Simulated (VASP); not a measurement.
# Ti3N3O in VASP: single point with PBE

Aim: the single point of Ti3N3O with PBE.

All numbers are computed with VASP 6.6.1; they aren't measurements. Logs are shortened: lines on timing, memory, paths and dates and some standing lists are left out, and cuts for length are marked.

### Step 1. The cell of the first run

The cell holds a slab with vacuum, 7 atoms: a = 3.003 Å, b = 3.003 Å, c = 23.054 Å, α = 90.00°, β = 90.00°, γ = 120.00°.

### Step 2. Single point, PBE, collinear spin, ferromagnetic start

INCAR

```
PREC = Accurate
ENCUT = 520
EDIFF = 1E-6
ISMEAR = 0
SIGMA = 0.1
LREAL = F
LASPH = T
NELM = 150
ALGO = Normal
ISIF = 2
LWAVE = F
LCHARG = T
ISPIN = 2
MAGMOM = 0 0 0 0 0 0 2
LORBIT = 11
LMAXMIX = 4
LDIPOL = T
IDIPOL = 3
DIPOL = 0.5 0.5 0.333
GGA = PE
LELF = T
LVHAR = T
LVACPOTAV = T
NBANDS = 42
```

KPOINTS

```
Automatic mesh
0
Gamma
  9 9 1
```

POSCAR

```
Ti3N3O
1.0
    3.0028555065      0.0000000000      0.0000000000
   -1.5014277533      2.6005491526      0.0000000000
    0.0000000000      0.0000000000     23.0541471875
N Ti O
3 3 1
Direct
    0.3333333333      0.6666666667      0.1735045746
    0.0000000000      0.0000000000      0.2798551255
    0.6666666667      0.3333333333      0.3877458571
    0.6666666667      0.3333333333      0.2266798501
    0.3333333333      0.6666666667      0.3342486897
    0.0000000000      0.0000000000      0.4361101326
    0.5000000000      0.0000000000      0.4903303122
```

Potentials or basis: VASP PAW PBE potentials, release 64 (N, Ti_sv, O).

Command:

```sh
cat potpaw_PBE.64/N/POTCAR potpaw_PBE.64/Ti_sv/POTCAR potpaw_PBE.64/O/POTCAR > POTCAR
mpirun -np 1 vasp_std > vasp.out
```

OUTCAR:

```text
PREC = Accurate
   ENCUT = 520
   EDIFF = 1E-6
   ISMEAR = 0
   LREAL = F
   LASPH = T
   NELM = 150
   ISIF = 2
   ISPIN = 2
   LORBIT = 11
   GGA = PE

 ion  position               nearest neighbor table
   1  0.333  0.667  0.174-   4 2.12   4 2.12   4 2.12
   2  0.000  0.000  0.280-   4 2.12   4 2.12   4 2.12   5 2.14   5 2.14   5 2.14
   3  0.667  0.333  0.388-   6 2.06   6 2.06   6 2.06   5 2.13   5 2.13   5 2.13
   4  0.667  0.333  0.227-   2 2.12   2 2.12   2 2.12   1 2.12   1 2.12   1 2.12
   5  0.333  0.667  0.334-   3 2.13   3 2.13   3 2.13   2 2.14   2 2.14   2 2.14   6 2.92   6 2.92
                             6 2.92
   6  0.000  0.000  0.436-   7 1.95   7 1.95   3 2.06   3 2.06   3 2.06   5 2.92   5 2.92   5 2.92

   7  0.500  0.000  0.490-   6 1.95   6 1.95

  LATTYP: Found a hexagonal cell.
 ALAT       =     3.0028555065
 C/A-ratio  =     7.6774080996

  Lattice vectors:

 A1 = (   3.0028555065,   0.0000000000,   0.0000000000)
 A2 = (  -1.5014277533,   2.6005491526,   0.0000000000)
 A3 = (   0.0000000000,   0.0000000000,  23.0541471875)

Analysis of symmetry for initial positions (statically):
=====================================================================
 Subroutine PRICEL returns:
 Original cell was already a primitive cell.

 Routine SETGRP: Setting up the symmetry group for a
 hexagonal supercell.

 Subroutine GETGRP returns: Found  2 space group operations
 (whereof  2 operations were pure point group operations)
 out of a pool of 24 trial point group operations.

The static configuration has the point symmetry C_1h.

Analysis of symmetry for dynamics (positions and initial velocities):
=====================================================================
 Subroutine PRICEL returns:
 Original cell was already a primitive cell.

 Routine SETGRP: Setting up the symmetry group for a
 hexagonal supercell.

 Subroutine GETGRP returns: Found  2 space group operations
 (whereof  2 operations were pure point group operations)
 out of a pool of 24 trial point group operations.

The dynamic configuration has the point symmetry C_1h.

Analysis of structural, dynamic, and magnetic symmetry:
=====================================================================
 Subroutine PRICEL returns:
 Original cell was already a primitive cell.

 Routine SETGRP: Setting up the symmetry group for a
 hexagonal supercell.

 Subroutine GETGRP returns: Found  2 space group operations
 (whereof  2 operations were pure point group operations)
 out of a pool of 24 trial point group operations.

The overall configuration has the point symmetry C_1h.

 Subroutine INISYM returns: Found  2 space group operations
 (whereof  2 operations are pure point group operations),
 and found     1 'primitive' translations

----------------------------------------------------------------------------------------

                                     Primitive cell

  volume of cell :     180.0315

  direct lattice vectors                    reciprocal lattice vectors
     3.002855506  0.000000000  0.000000000     0.333016357  0.192267083  0.000000000
    -1.501427753  2.600549153  0.000000000     0.000000000  0.384534166  0.000000000
     0.000000000  0.000000000 23.054147187     0.000000000  0.000000000  0.043376144

  length of vectors
     3.002855506  3.002855507 23.054147187     0.384534166  0.384534166  0.043376144

  position of ions in fractional coordinates (direct lattice)
     0.333333333  0.666666667  0.173504575
     0.000000000  0.000000000  0.279855125
     0.666666667  0.333333333  0.387745857
     0.666666667  0.333333333  0.226679850
     0.333333333  0.666666667  0.334248690
     0.000000000  0.000000000  0.436110133
     0.500000000  0.000000000  0.490330312

  ion indices of the primitive-cell ions
   primitive index   ion index
                 1           1
                 2           2
                 3           3
                 4           4
                 5           5
                 6           6
                 7           7

----------------------------------------------------------------------------------------

 KPOINTS: Automatic mesh

Automatic generation of k-mesh.
 Grid dimensions read from file:
 generate k-points for:    9    9    1

 Generating k-lattice:

  Cartesian coordinates                     Fractional coordinates (reciprocal lattice)
     0.037001817  0.021363009  0.000000000     0.111111111  0.000000000  0.000000000
     0.000000000  0.042726018  0.000000000     0.000000000  0.111111111  0.000000000
     0.000000000  0.000000000  0.043376144     0.000000000  0.000000000  1.000000000

  Length of vectors
     0.042726018  0.042726018  0.043376144

  Shift w.r.t. Gamma in fractional coordinates (k-lattice)
     0.000000000  0.000000000  0.000000000

 Subroutine IBZKPT returns following result:
 ===========================================

 Found     25 irreducible k-points:

 Following reciprocal coordinates:
            Coordinates               Weight
  0.000000  0.000000  0.000000      1.000000
  0.111111  0.000000  0.000000      4.000000
  0.000000  0.111111  0.000000      2.000000
  0.222222 -0.000000  0.000000      4.000000
  0.000000  0.222222  0.000000      2.000000
  0.333333  0.000000  0.000000      4.000000
[... 16 lines left out ...]
 -0.222222 -0.444444  0.000000      4.000000
  0.444444  0.333333  0.000000      4.000000
   k-points           NKPTS =     25   k-points in BZ     NKDIM =     25   number of bands    NBANDS=     42
   number of dos      NEDOS =    301   number of ions     NIONS =      7
   total plane-waves  NPLWV = 103680
   dimension x,y,z NGX =    24 NGY =   24 NGZ =  180
   dimension x,y,z NGXF=    48 NGYF=   48 NGZF=  360
   ions per type =               3   3   1
   NGX,Y,Z   is equivalent  to a cutoff of  13.29, 13.29, 12.98 a.u.
   NGXF,Y,Z  is equivalent  to a cutoff of  26.57, 26.57, 25.96 a.u.
 SYSTEM =  unknown system
   PREC   = accura    normal or accurate (medium, high low for compatibility)
   ISTART =      0    job   : 0-new  1-cont  2-samecut
   ICHARG =      2    charge: 1-file 2-atom 10-const
   ISPIN  =      2    spin polarized calculation?
   LNONCOLLINEAR =      F non collinear calculations
   LSORBIT =      F    spin-orbit coupling
   LASPH  =      T    aspherical Exc in radial PAW
   ENCUT  =  520.0 eV  38.22 Ry    6.18 a.u.   5.58  5.58 42.87*2*pi/ulx,y,z
   NELM   =    150;   NELMIN=  2; NELMDL= -5     # of ELM steps
   EDIFF  = 0.1E-05   stopping-criterion for ELM
   LREAL  =      F    real-space projection
   EDIFFG = 0.1E-04   stopping-criterion for IOM
   NSW    =      0    number of steps for IOM
   IBRION =     -1    ionic relax: 0-MD 1-quasi-New 2-CG
   NFREE  =      0    steps in history (QN), initial steepest desc. (CG)
   ISIF   =      2    stress and relaxation
   ISYM   =      2    0-nonsym 1-usesym 2-fastsym
   POTIM  = 0.5000    time-step for ionic-motion
   TEBEG  =    0.0;   TEEND  =   0.0 temperature during run
   PSTRESS=    0.0 pullay stress
   NELECT =      57.0000    total number of electrons
   NUPDOWN=      -1.0000    fix difference up-down
   EMIN   =  10.00;   EMAX   =-10.00  energy-range for DOS
   EFERMI =   0.00;   METHOD = LEGACY
   ISMEAR =     0;   SIGMA  =   0.10  broadening in eV -4-tet -1-fermi 0-gaus
   EFERMI_NEDOS =   21; number of points for ismear=-14 and -15
   IALGO  =     38    algorithm
   IMIX   =      4    mixing-type and parameters
     AMIX     =   0.40;   BMIX     =  1.00
     AMIX_MAG =   1.60;   BMIX_MAG =  1.00
  volume/ion in A,a.u.               =      25.72       173.56
  Fermi-wavevector in a.u.,A,eV,Ry     =   1.115793  2.108543 16.939169  1.244994
  Thomas-Fermi vector in A             =   2.252401
   LORBIT       =     11    0 simple, 1 ext, 2 COOP (PROOUT), +10 PAW based schemes
   GGA     = PE    functional components
   LHFCALC =     F    Hartree Fock is set to
   AEXX    =    0.0000 exact exchange contribution
   IVDW    =     0    specifies the selected vdW correction
   LEPSILON=     F    determine dielectric tensor
   LRPA    =     F    only Hartree local field effects (RPA)
 spin polarized calculation
 Gauss-broadening in eV      SIGMA  =   0.10
  energy-cutoff  :      520.00
  volume of cell :      180.03
 maximum number of plane-waves:      4899
   NGX = 11   NGY = 11   NGZ = 85

 dipolmoment           0.000000      0.000000      0.024578 electrons x Angstroem

 number of electron      57.0000010 magnetization       0.0001569

 dipolmoment           0.000000      0.000000     -0.026848 electrons x Angstroem

 Free energy of the ion-electron system (eV)
  ---------------------------------------------------
  ext. energy  EPLUGINS =         0.00000000
  ---------------------------------------------------
  free energy    TOTEN  =       -63.13247887 eV

  energy without entropy =      -63.11299795  energy(sigma->0) =      -63.12273841

 E-fermi :  -1.5212     XC(G=0):  -5.3466

 val. band max:       -1.5314680159   @ k =  -0.3333   0.2222   0.0000
 cond. band min:      -1.5210813317   @ k =   0.1111   0.0000   0.0000
 fundamental gap:      0.0103866842
 Fermi energy:        -1.5212051613

 spin component 1

 k-point     1 :       0.0000    0.0000    0.0000
  band No.  band energies     occupation
      1     -59.3207      1.00000
      2     -59.1589      1.00000
      3     -58.1137      1.00000
      4     -35.7763      1.00000
      5     -35.4317      1.00000
      6     -35.3764      1.00000
[... 32 lines left out ...]
     39       1.3813      0.00000
     40       2.5839      0.00000

 k-point     2 :       0.1111    0.0000    0.0000
  band No.  band energies     occupation
      1     -59.3124      1.00000
      2     -59.1523      1.00000
      3     -58.1066      1.00000
      4     -35.7561      1.00000
      5     -35.4627      1.00000
      6     -35.4072      1.00000
[... 939 lines left out ...]
  band No.  band energies     occupation
      1     -59.2450      1.00000
      2     -59.0986      1.00000
      3     -58.0487      1.00000
      4     -35.8271      1.00000
      5     -35.6885      1.00000
      6     -35.6387      1.00000
[... 32 lines left out ...]
     39       2.2478      0.00000
     40       2.6198      0.00000

 [... further k-points ...]

 spin component 2

 k-point     1 :       0.0000    0.0000    0.0000
  band No.  band energies     occupation
      1     -59.3207      1.00000
      2     -59.1588      1.00000
      3     -58.1137      1.00000
      4     -35.7762      1.00000
      5     -35.4317      1.00000
      6     -35.3763      1.00000
[... 32 lines left out ...]
     39       1.3813      0.00000
     40       2.5840      0.00000

 k-point     2 :       0.1111    0.0000    0.0000
  band No.  band energies     occupation
      1     -59.3124      1.00000
      2     -59.1523      1.00000
      3     -58.1066      1.00000
      4     -35.7561      1.00000
      5     -35.4627      1.00000
      6     -35.4072      1.00000
[... 939 lines left out ...]
  band No.  band energies     occupation
      1     -59.2450      1.00000
      2     -59.0986      1.00000
      3     -58.0487      1.00000
      4     -35.8271      1.00000
      5     -35.6885      1.00000
      6     -35.6387      1.00000
[... 32 lines left out ...]
     39       2.2478      0.00000
     40       2.6199      0.00000

 [... further k-points ...]

 [bands above 40 left out]

------------------------ aborting loop because EDIFF is reached ----------------------------------------

  FORCE on cell =-STRESS in cart. coord.  units (eV):
  Direction    XX          YY          ZZ          XY          YZ          ZX
  --------------------------------------------------------------------------------------
  -------------------------------------------------------------------------------------
  Total       -2.4238867      0.0215365     -2.8541031     -0.0000000     -2.0498942      0.0000000
  in kB      -21.5712016      0.1916625    -25.3998809     -0.0000000    -18.2428829      0.0000000
  external PRESSURE =     -15.5931400 kB  Pullay stress =       0.0000000 kB

 VOLUME and BASIS-vectors are now :
 -----------------------------------------------------------------------------
  energy-cutoff  :      520.00
  volume of cell :      180.03
      direct lattice vectors                 reciprocal lattice vectors
     3.002855506  0.000000000  0.000000000     0.333016357  0.192267083  0.000000000
    -1.501427753  2.600549153  0.000000000     0.000000000  0.384534166  0.000000000
     0.000000000  0.000000000 23.054147187     0.000000000  0.000000000  0.043376144

 POSITION                                       TOTAL-FORCE (eV/Angst)
 -----------------------------------------------------------------------------------
     -0.00000      1.73370      4.00000         0.000000     -0.011760      4.205353
      0.00000      0.00000      6.45182         0.000000     -0.033288      1.246585
      1.50143      0.86685      8.93915        -0.000000      1.027313     -1.346171
      1.50143      0.86685      5.22591         0.000000     -0.020229     -5.325159
     -0.00000      1.73370      7.70582        -0.000000      0.200718     -1.072846
      0.00000      0.00000     10.05415         0.000000     -0.585137      4.342122
      1.50143      0.00000     11.30415         0.000000     -0.577616     -2.049882
 -----------------------------------------------------------------------------------
    total drift:                               -0.000000     -0.000002      0.000031

  FREE ENERGIE OF THE ION-ELECTRON SYSTEM (eV)
  ---------------------------------------------------
  free  energy   TOTEN  =       -63.1324788668 eV

  energy  without entropy=      -63.1129979490  energy(sigma->0) =      -63.12273841

 vacuum level on the upper side and lower side of the slab         6.046         6.668

 total charge

# of ion       s       p       d       tot
------------------------------------------
    1        1.311   2.200   0.000   3.511
    2        1.251   2.490   0.000   3.741
    3        1.253   2.531   0.000   3.784
    4        2.193   6.224   1.885  10.302
    5        2.184   6.226   1.971  10.380
    6        2.203   6.245   1.927  10.375
    7        1.591   3.333   0.000   4.924
--------------------------------------------------
tot         11.984  29.249   5.783  47.017

 magnetization (x)

# of ion       s       p       d       tot
------------------------------------------
    1        0.000   0.000   0.000   0.000
    2        0.000   0.000   0.000   0.000
    3       -0.000  -0.000   0.000  -0.000
    4       -0.000   0.000  -0.000  -0.000
    5        0.000   0.000   0.000   0.000
    6        0.000   0.000   0.000   0.000
    7        0.000   0.000   0.000   0.000
--------------------------------------------------
tot          0.000   0.000  -0.000   0.000
```

Run time: 35 min. Hardware: 1 thread of Intel Xeon 8259CL, shared host; peak memory 0.57 GiB.

Results:

* Free energy: -63.1325 eV
* Largest force: 5.325 eV/Å
* Net moment: 0.00 μB per cell
* Valence electrons inside the program's atomic spheres: N 3.51, 3.74, 3.78; Ti 10.30, 10.38 (each value once); O 4.92

Forces in eV/Å, atoms in the order of the input:
```
N    0.000 -0.012  4.205
N    0.000 -0.033  1.247
N    0.000  1.027 -1.346
Ti   0.000 -0.020 -5.325
Ti   0.000  0.201 -1.073
Ti   0.000 -0.585  4.342
O    0.000 -0.578 -2.050
```
